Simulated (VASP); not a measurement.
# SnPb3Se4 (P4/mmm) in VASP: single point with PBE

Aim: the single point of SnPb3Se4 with PBE.

Everything below comes from runs of VASP 6.6.1. Logs are shortened: lines on timing, memory, paths and dates and some standing lists are left out, and cuts for length are marked.

## Step 1: The cell of the first run

The structure is tetragonal, space group P4/mmm (No. 123). The conventional cell has a = 4.512 Å, b = 4.512 Å, c = 12.762 Å, α = 90.00°, β = 90.00°, γ = 90.00°. Sn (site symmetry 4/mmm) has 6 Se at 3.14 to 3.19 Å within 4.1 Å. Pb (site symmetry 4mm) has 6 Se at 3.16 to 3.22 Å within 4.2 Å. Within 4.2 Å of Pb (site symmetry 4/mmm) lie 6 Se at 3.19 to 3.24 Å. Se (site symmetry 4/mmm) has 2 Pb at 3.16 Å and 4 Sn at 3.19 Å within 4.2 Å. Se (site symmetry 4mm) has 1 Sn at 3.14 Å and 5 Pb at 3.19 to 3.24 Å within 4.1 Å. Se (site symmetry 4/mmm) has 6 Pb at 3.19 to 3.22 Å within 4.2 Å.

## Step 2: Single point, PBE (32.48 Å³/atom)

File INCAR:

```
ALGO     = Normal         # electronic algorithm
EDIFF    = 1E-6           # SCF threshold, eV
ENCUT    = 520            # plane-wave cutoff, eV
GGA      = PE             # functional
ISIF     = 2              # what is computed and relaxed
ISMEAR   = 0              # smearing method
LASPH    = T              # aspherical terms in the spheres
LCHARG   = F              # write CHGCAR
LREAL    = F              # projectors in reciprocal space
LWAVE    = F              # write WAVECAR
NBANDS   = 50             # bands
NELM     = 80             # most SCF steps
PREC     = Accurate       # precision mode
SIGMA    = 0.1            # smearing width, eV
```

File KPOINTS:

```
k-points
0
Gamma
  8 8 4
```

File POSCAR:

```
SnPb3Se4
1.0
    4.5122910254      0.0000000000      0.0000000000
    0.0000000000      4.5122910254      0.0000000000
    0.0000000000      0.0000000000     12.7623660509
Sn Pb Se
1 3 4
Direct
    0.5000000000      0.5000000000      0.0000000000
    0.0000000000      0.0000000000      0.7520843288
    0.0000000000      0.0000000000      0.2479156712
    0.5000000000      0.5000000000      0.5000000000
    0.0000000000      0.0000000000      0.0000000000
    0.5000000000      0.5000000000      0.2460369652
    0.0000000000      0.0000000000      0.5000000000
    0.5000000000      0.5000000000      0.7539630348
```

Potentials or basis: VASP PAW PBE potentials, release 64 (Sn_d, Pb_d, Se).

The run is started by

```sh
$ cat potpaw_PBE.64/Sn_d/POTCAR potpaw_PBE.64/Pb_d/POTCAR potpaw_PBE.64/Se/POTCAR > POTCAR
$ mpirun -np 1 vasp_std > vasp.out
```

OUTCAR:

```text
EDIFF = 1E-6
   ENCUT = 520
   GGA = PE
   ISIF = 2
   ISMEAR = 0
   LASPH = T
   LREAL = F
   NELM = 80
   PREC = Accurate

 ion  position               nearest neighbor table
   1  0.500  0.500  0.000-   6 3.14   8 3.14   5 3.19   5 3.19   5 3.19   5 3.19
   2  0.000  0.000  0.752-   5 3.16   8 3.19   8 3.19   8 3.19   8 3.19   7 3.22
   3  0.000  0.000  0.248-   5 3.16   6 3.19   6 3.19   6 3.19   6 3.19   7 3.22
   4  0.500  0.500  0.500-   7 3.19   7 3.19   7 3.19   7 3.19   8 3.24   6 3.24
   5  0.000  0.000  0.000-   2 3.16   3 3.16   1 3.19   1 3.19   1 3.19   1 3.19
   6  0.500  0.500  0.246-   1 3.14   3 3.19   3 3.19   3 3.19   3 3.19   4 3.24
   7  0.000  0.000  0.500-   4 3.19   4 3.19   4 3.19   4 3.19   2 3.22   3 3.22
   8  0.500  0.500  0.754-   1 3.14   2 3.19   2 3.19   2 3.19   2 3.19   4 3.24

  LATTYP: Found a simple tetragonal cell.
 ALAT       =     4.5122910254
 C/A-ratio  =     2.8283561453

  Lattice vectors:

 A1 = (   4.5122910254,   0.0000000000,   0.0000000000)
 A2 = (   0.0000000000,   4.5122910254,   0.0000000000)
 A3 = (   0.0000000000,   0.0000000000,  12.7623660509)

Analysis of symmetry for initial positions (statically):
=====================================================================
 Subroutine PRICEL returns:
 Original cell was already a primitive cell.

 Routine SETGRP: Setting up the symmetry group for a
 simple tetragonal supercell.

 Subroutine GETGRP returns: Found 16 space group operations
 (whereof 16 operations were pure point group operations)
 out of a pool of 16 trial point group operations.

The static configuration has the point symmetry D_4h.

Analysis of symmetry for dynamics (positions and initial velocities):
=====================================================================
 Subroutine PRICEL returns:
 Original cell was already a primitive cell.

 Routine SETGRP: Setting up the symmetry group for a
 simple tetragonal supercell.

 Subroutine GETGRP returns: Found 16 space group operations
 (whereof 16 operations were pure point group operations)
 out of a pool of 16 trial point group operations.

The dynamic configuration has the point symmetry D_4h.

 Subroutine INISYM returns: Found 16 space group operations
 (whereof 16 operations are pure point group operations),
 and found     1 'primitive' translations

----------------------------------------------------------------------------------------

                                     Primitive cell

  volume of cell :     259.8516

  direct lattice vectors                    reciprocal lattice vectors
     4.512291025  0.000000000  0.000000000     0.221616911  0.000000000  0.000000000
     0.000000000  4.512291025  0.000000000     0.000000000  0.221616911  0.000000000
     0.000000000  0.000000000 12.762366051     0.000000000  0.000000000  0.078355377

  length of vectors
     4.512291025  4.512291025 12.762366051     0.221616911  0.221616911  0.078355377

  position of ions in fractional coordinates (direct lattice)
     0.500000000  0.500000000  0.000000000
     0.000000000  0.000000000  0.752084329
     0.000000000  0.000000000  0.247915671
     0.500000000  0.500000000  0.500000000
     0.000000000  0.000000000  0.000000000
     0.500000000  0.500000000  0.246036965
     0.000000000  0.000000000  0.500000000
     0.500000000  0.500000000  0.753963035

  ion indices of the primitive-cell ions
   primitive index   ion index
                 1           1
                 2           2
                 3           3
                 4           4
                 5           5
                 6           6
                 7           7
                 8           8

----------------------------------------------------------------------------------------

 KPOINTS: k-points

Automatic generation of k-mesh.
 Grid dimensions read from file:
 generate k-points for:    8    8    4

 Generating k-lattice:

  Cartesian coordinates                     Fractional coordinates (reciprocal lattice)
     0.027702114  0.000000000  0.000000000     0.125000000  0.000000000  0.000000000
     0.000000000  0.027702114  0.000000000     0.000000000  0.125000000  0.000000000
     0.000000000  0.000000000  0.019588844     0.000000000  0.000000000  0.250000000

  Length of vectors
     0.027702114  0.027702114  0.019588844

  Shift w.r.t. Gamma in fractional coordinates (k-lattice)
     0.000000000  0.000000000  0.000000000

 Subroutine IBZKPT returns following result:
 ===========================================

 Found     45 irreducible k-points:

 Following reciprocal coordinates:
            Coordinates               Weight
  0.000000  0.000000  0.000000      1.000000
  0.125000  0.000000  0.000000      4.000000
  0.250000  0.000000  0.000000      4.000000
  0.375000  0.000000  0.000000      4.000000
  0.500000  0.000000  0.000000      2.000000
  0.125000  0.125000  0.000000      4.000000
[... 16 lines left out ...]
  0.375000  0.125000  0.250000     16.000000
  0.500000  0.125000  0.250000      8.000000
 [... further k-points ...]
   k-points           NKPTS =     45   k-points in BZ     NKDIM =     45   number of bands    NBANDS=     50
   number of dos      NEDOS =    301   number of ions     NIONS =      8
   total plane-waves  NPLWV = 124416
   dimension x,y,z NGX =    36 NGY =   36 NGZ =   96
   dimension x,y,z NGXF=    72 NGYF=   72 NGZF=  192
   ions per type =               1   3   4
   NGX,Y,Z   is equivalent  to a cutoff of  13.26, 13.26, 12.51 a.u.
   NGXF,Y,Z  is equivalent  to a cutoff of  26.53, 26.53, 25.01 a.u.
 SYSTEM =  unknown system
   PREC   = accura    normal or accurate (medium, high low for compatibility)
   ISTART =      0    job   : 0-new  1-cont  2-samecut
   ICHARG =      2    charge: 1-file 2-atom 10-const
   ISPIN  =      1    spin polarized calculation?
   LNONCOLLINEAR =      F non collinear calculations
   LSORBIT =      F    spin-orbit coupling
   LASPH  =      T    aspherical Exc in radial PAW
   ENCUT  =  520.0 eV  38.22 Ry    6.18 a.u.   8.39  8.39 23.73*2*pi/ulx,y,z
   NELM   =     80;   NELMIN=  2; NELMDL= -5     # of ELM steps
   EDIFF  = 0.1E-05   stopping-criterion for ELM
   LREAL  =      F    real-space projection
   EDIFFG = 0.1E-04   stopping-criterion for IOM
   NSW    =      0    number of steps for IOM
   IBRION =     -1    ionic relax: 0-MD 1-quasi-New 2-CG
   NFREE  =      0    steps in history (QN), initial steepest desc. (CG)
   ISIF   =      2    stress and relaxation
   ISYM   =      2    0-nonsym 1-usesym 2-fastsym
   POTIM  = 0.5000    time-step for ionic-motion
   TEBEG  =    0.0;   TEEND  =   0.0 temperature during run
   PSTRESS=    0.0 pullay stress
   NELECT =      80.0000    total number of electrons
   NUPDOWN=      -1.0000    fix difference up-down
   EMIN   =  10.00;   EMAX   =-10.00  energy-range for DOS
   EFERMI =   0.00;   METHOD = LEGACY
   ISMEAR =     0;   SIGMA  =   0.10  broadening in eV -4-tet -1-fermi 0-gaus
   EFERMI_NEDOS =   21; number of points for ismear=-14 and -15
   IALGO  =     38    algorithm
   IMIX   =      4    mixing-type and parameters
     AMIX     =   0.40;   BMIX     =  1.00
     AMIX_MAG =   1.60;   BMIX_MAG =  1.00
  volume/ion in A,a.u.               =      32.48       219.20
  Fermi-wavevector in a.u.,A,eV,Ry     =   1.105426  2.088952 16.625867  1.221967
  Thomas-Fermi vector in A             =   2.241913
   LORBIT       =      0    0 simple, 1 ext, 2 COOP (PROOUT), +10 PAW based schemes
   GGA     = PE    functional components
   LHFCALC =     F    Hartree Fock is set to
   AEXX    =    0.0000 exact exchange contribution
   IVDW    =     0    specifies the selected vdW correction
   LEPSILON=     F    determine dielectric tensor
   LRPA    =     F    only Hartree local field effects (RPA)
 non-spin polarized calculation
 Gauss-broadening in eV      SIGMA  =   0.10
  energy-cutoff  :      520.00
  volume of cell :      259.85
 maximum number of plane-waves:      7044
 NGX is ok and might be reduce to    36
   NGX = 17   NGY = 17   NGZ = 47

 number of electron      80.0000005 magnetization

 Free energy of the ion-electron system (eV)
  ---------------------------------------------------
  ext. energy  EPLUGINS =         0.00000000
  ---------------------------------------------------
  free energy    TOTEN  =       -32.49390275 eV

  energy without entropy =      -32.49372076  energy(sigma->0) =      -32.49381175

 E-fermi :   3.9729     XC(G=0):  -8.9302

 val. band max:        3.8451414186   @ k =   0.5000   0.0000   0.0000
 cond. band min:       4.1134308441   @ k =   0.5000   0.0000   0.0000
 fundamental gap:      0.2682894254
 Fermi energy:         3.9728553275

 k-point     1 :       0.0000    0.0000    0.0000
  band No.  band energies     occupation
      1     -17.7294      2.00000
      2     -17.7214      2.00000
      3     -17.7204      2.00000
      4     -17.7204      2.00000
      5     -17.7189      2.00000
      6     -13.1699      2.00000
[... 42 lines left out ...]
     49       8.0894      0.00000
     50       8.0976      0.00000

 k-point     2 :       0.1250    0.0000    0.0000
  band No.  band energies     occupation
      1     -17.7288      2.00000
      2     -17.7209      2.00000
      3     -17.7206      2.00000
      4     -17.7204      2.00000
      5     -17.7193      2.00000
      6     -13.1664      2.00000
[... 42 lines left out ...]
     49       7.6491      0.00000
     50       7.8410      0.00000

 k-point     3 :       0.2500    0.0000    0.0000
  band No.  band energies     occupation
      1     -17.7274      2.00000
      2     -17.7212      2.00000
      3     -17.7204      2.00000
      4     -17.7203      2.00000
      5     -17.7196      2.00000
      6     -13.1582      2.00000
[... 1102 lines left out ...]
     49       7.0539      0.00000
     50       7.2691      0.00000

 k-point    24 :       0.5000    0.1250    0.2500
  band No.  band energies     occupation
      1     -17.7250      2.00000
      2     -17.7228      2.00000
      3     -17.7220      2.00000
      4     -17.7205      2.00000
      5     -17.7171      2.00000
      6     -13.1468      2.00000
[... 42 lines left out ...]
     49       6.5288      0.00000
     50       6.6072      0.00000

 [... further k-points ...]
[... 5 lines left out ...]
  --------------------------------------------------------------------------------------
  -------------------------------------------------------------------------------------
  Total       -5.9100931     -5.9100931     -5.9022534      0.0000000     -0.0000000      0.0000000
  in kB      -36.4400950    -36.4400950    -36.3917580      0.0000000     -0.0000000      0.0000000
  external PRESSURE =     -36.4239827 kB  Pullay stress =       0.0000000 kB

 VOLUME and BASIS-vectors are now :
 -----------------------------------------------------------------------------
  energy-cutoff  :      520.00
  volume of cell :      259.85
      direct lattice vectors                 reciprocal lattice vectors
     4.512291025  0.000000000  0.000000000     0.221616911  0.000000000  0.000000000
     0.000000000  4.512291025  0.000000000     0.000000000  0.221616911  0.000000000
     0.000000000  0.000000000 12.762366051     0.000000000  0.000000000  0.078355377

 POSITION                                       TOTAL-FORCE (eV/Angst)
 -----------------------------------------------------------------------------------
      2.25615      2.25615      0.00000         0.000000     -0.000000      0.000000
      0.00000      0.00000      9.59838         0.000000     -0.000000     -0.000510
      0.00000      0.00000      3.16399         0.000000     -0.000000      0.000510
      2.25615      2.25615      6.38118         0.000000     -0.000000      0.000000
      0.00000      0.00000      0.00000         0.000000     -0.000000      0.000000
      2.25615      2.25615      3.14001         0.000000      0.000000     -0.005136
      0.00000      0.00000      6.38118         0.000000     -0.000000      0.000000
      2.25615      2.25615      9.62235        -0.000000      0.000000      0.005136
 -----------------------------------------------------------------------------------
    total drift:                                0.000000      0.000000      0.000000

  FREE ENERGIE OF THE ION-ELECTRON SYSTEM (eV)
  ---------------------------------------------------
  free  energy   TOTEN  =       -32.4939027485 eV

  energy  without entropy=      -32.4937207606  energy(sigma->0) =      -32.49381175
```

Wall time 16 min (1 thread of Intel Xeon 8259CL, shared host); peak memory 0.68 GiB.

Results:

```
Free energy            : -32.4939 eV
Pressure               : -3.6 GPa
Largest force          : 0.005 eV/Å
Band gap on the k mesh : 0.27 eV
```

Forces in eV/Å, atoms in the order of the input:
```
Sn   0.000  0.000  0.000
Pb   0.000  0.000 -0.001
Pb   0.000  0.000  0.001
Pb   0.000  0.000  0.000
Se   0.000  0.000  0.000
Se   0.000  0.000 -0.005
Se   0.000  0.000  0.000
Se   0.000  0.000  0.005
```

Levels at points of the mesh, in eV from the valence-band top:
```
           k point  band 37  band 38  band 39  band 40  band 41  band 42  band 43  band 44
(0.00, 0.00, 0.00)    -1.61    -1.61    -1.49    -1.41     1.97     2.08     3.84     3.90
(0.50, 0.00, 0.00)    -0.87    -0.76    -0.35     0.00     0.27     0.29     1.11     1.22
(0.50, 0.50, 0.00)    -2.77    -2.76    -0.82    -0.75     1.57     1.71     3.85     3.85
(0.00, 0.00, 0.50)    -1.78    -1.78    -1.07    -0.96     2.30     2.38     3.84     3.84
(0.50, 0.00, 0.50)    -0.72    -0.70    -0.70    -0.34     0.75     0.83     0.85     0.87
(0.50, 0.50, 0.50)    -2.09    -2.01    -1.95    -1.82     3.19     3.23     3.31     3.40
```

Caveat: the cell stands under tension; spin-orbit coupling is left out, which moves the levels of the heavy elements.
